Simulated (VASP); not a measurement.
Input of a VASP 6.6.1 run:

POSCAR

```
Nb
1.0
    0.0000000000      2.2207500000      2.2207500000
    2.2207500000      0.0000000000      2.2207500000
    2.2207500000      2.2207500000      0.0000000000
Nb
1
Direct
    0.0000000000      0.0000000000      0.0000000000
```

File INCAR.step1:

```
SYSTEM = Nb
PREC = Accurate
ENCUT = 520
ISMEAR = 0
SIGMA = 0.15
LREAL = .False.
LASPH = .True.
NELM = 80
NBANDS = 12
GGA = PE
ALGO = Normal
EDIFF = 1E-4
LWAVE = .True.
LCHARG = .False.
```

File INCAR.step2:

```
SYSTEM = Nb
PREC = Accurate
ENCUT = 520
EDIFF = 1E-6
ISMEAR = 0
SIGMA = 0.15
LREAL = .False.
LASPH = .True.
NELM = 80
ALGO = Normal
ISIF = 2
LWAVE = .False.
LCHARG = .False.
METAGGA = R2SCAN
LMIXTAU = .True.
NBANDS = 12
ISTART = 1
```

The input KPOINTS:

```
regular mesh
0
Gamma
  20 20 20
  0 0 0
```

Potentials or basis: VASP PAW PBE potentials, release 64 (Nb_sv).

Run with:

```console
$ cat potpaw_PBE.64/Nb_sv/POTCAR > POTCAR
$ cp INCAR.step1 INCAR
$ mpirun -np 1 vasp_std > vasp.out
$ cp INCAR.step2 INCAR
$ mpirun -np 1 vasp_std > vasp.out
```

(1) Estimate the pressure.

## Answers

(1) -20.2 GPa.

Caveat: the cell differs from its parent crystal (strain +0.050 along x and y, +0.050 along z); the PAW data sets were made with another functional, which shifts forces and pressure a little.
